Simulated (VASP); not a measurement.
Wanted: the native input for a VASP 6.6.1 run.

```
Task                   : single point
Functional             : PBE
Potentials or basis    : VASP PAW PBE potentials, release 64 (Ge_d)
Cutoff                 : 520 eV
k mesh                 : 1 × 1 × 1, shifted
Occupations            : fermi-dirac, width 0.05 eV
Spin                   : no spin polarisation
Dipole correction      : no
Further INCAR settings : LREAL = Auto; ALGO = Normal; EDIFF = 1e-06; NBANDS = 186; ISYM = 0
```

The structure of Ge lies in POSCAR:

```
Ge
1.0
    8.2643530000     -0.0988090000     -0.0415050000
   -0.0988090000      8.1007270000     -0.0850490000
   -0.0415050000     -0.0850490000      7.8851760000
Ge
24
Direct
    0.0124418681      0.4303593524      0.9254695180
    0.6476971614      0.1859760579      0.6170791557
    0.0166341044      0.0976578158      0.9256629273
    0.3106420997      0.5904159871      0.7157343716
    0.3101989954      0.2166746685      0.7345281542
    0.9448586224      0.7438869102      0.8074080014
    0.8522702636      0.6923243355      0.2862169430
    0.6636220947      0.9346947760      0.3037704537
    0.3874591858      0.7995954512      0.9840563213
    0.4390323773      0.9197753330      0.6834709854
    0.4169191472      0.2973996639      0.4019814869
    0.1453675246      0.9238208701      0.5692018187
    0.3299915561     -0.0130499928      0.2786209732
    0.3256058154      0.4524025718      0.0623045897
    0.6156050733      0.5486597264      0.6606701803
    0.0881105235      0.8440173366      0.1118168900
    0.9186811099      0.1168691398      0.2567465156
    0.7891008930      0.3791158415      0.1462058749
    0.7087967262      0.9578036780      0.9564324060
    0.6695864995      0.6298567435      0.9735135746
    0.3372691043      0.6291201769      0.3635031604
    0.8780556182      0.4820092021      0.5226535336
    0.5191852664      0.1903937337      0.0662498315
    0.0958903801      0.2711340442      0.4846034647
```

The input as run:

INCAR

```
SYSTEM = Ge
ALGO = Normal
EDIFF = 1E-6
ENCUT = 520
GGA = PE
ISIF = 2
ISMEAR = -1
ISYM = 0
LASPH = .True.
LCHARG = .False.
LREAL = Auto
LWAVE = .False.
NBANDS = 186
NELM = 60
PREC = Accurate
SIGMA = 0.05
```

KPOINTS

```
Automatic mesh
0
Gamma
  1 1 1
  0.25 0.25 0.25
```

Potentials or basis: VASP PAW PBE potentials, release 64 (Ge_d).

Launch:

```sh
$ cat potpaw_PBE.64/Ge_d/POTCAR > POTCAR
$ mpirun -np 1 vasp_std > vasp.out
```

It gave:

```json
{
  "Pressure": "0.2 GPa",
  "Largest force": "1.255 eV/Å"
}
```

Caveat: the k points lie up to 0.80 Å⁻¹ apart; the atoms stand as in a frame of molecular dynamics.

Wall time 6.3 min on 1 thread of Intel Xeon 8259CL (shared host), peak memory 0.52 GiB.
